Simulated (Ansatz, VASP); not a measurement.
CdS: VASP beside Ansatz

```
Cd S
1.0
     0.00000    2.92330    2.92330
     2.92330    0.00000    2.92330
     2.92330    2.92330    0.00000
Cd S
1 1
Direct
  0.00000 0.00000 0.00000
  0.75000 0.75000 0.75000
```

Alike in both runs: task single point; functional PBE; k mesh 10 × 10 × 10; occupations gaussian, width 0.05 eV; no spin polarisation.

|  | VASP | Ansatz |
| --- | --- | --- |
| version | VASP 6.6.1 | Ansatz 0.2.0 |
| potentials or method | VASP PAW PBE potentials, release 64 (Cd, S), cutoff 520 eV | scalar-relativistic, plane waves, PAW |
| valence electrons in the cell | 18 | 26 |

```tsv
	VASP	Ansatz	Ansatz less VASP
gap on the k mesh at the Fermi level (eV)	1.13	1.13	-0.004
least direct gap on the mesh (eV)	1.13	1.13	-0.004
pressure (GPa)	2.7	2.4	-0.35
```

The functional is the same, so the differences come from potentials, cutoffs and numerics. VASP's potentials hold 18 valence electrons a cell and Ansatz's 26, so a difference there can come from the potentials and not from the codes.
